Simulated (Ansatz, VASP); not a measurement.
# TiInSe3 in VASP and in Ansatz

```
Ti In Se
1.0
     4.78468    0.00000    0.00000
     0.00000    4.78468    0.00000
     0.00000    0.00000    4.78468
Ti In Se
1 1 3
Direct
  0.50000 0.50000 0.50000
  0.00000 0.00000 0.00000
  0.00000 0.50000 0.50000
  0.50000 0.50000 0.00000
  0.50000 0.00000 0.50000
```

Change from the starting cell: species swapped into the ZnCo3C type (Pm-3m, No. 221).

Alike in both runs: task relaxation of cell and atoms; functional PBE; k mesh 4 × 4 × 4; occupations gaussian, width 0.1 eV; collinear spin.

```csv
,VASP,Ansatz
version,VASP 6.6.1,Ansatz 0.2.0
potentials or method,"VASP PAW PBE potentials, release 64 (Ti_sv, In_d, Se), cutoff 600 eV","scalar-relativistic, plane waves, PAW"
valence electrons in the cell,43,73
```

```tsv
	VASP	Ansatz	Ansatz less VASP
gap on the k mesh at the Fermi level, each at its own relaxed structure (eV)	none	none	-
net moment per atom (μB)	0.00	0.00	0.000
relaxed volume (Å³/atom)	25.47	25.30	-0.170
relaxed length of the cell vector where the two differ most in proportion (Å)	5.031	5.020	-0.0112
```

A gap of «none» marks a metal or a gap that the smearing closes. VASP's potentials hold 43 valence electrons a cell and Ansatz's 73, so a difference there can come from the potentials and not from the codes. Ansatz's warnings: seeded moment not kept.

Noted on VASP's run: the volume moved by over 15 % at a fixed basis, so the end points are rough.
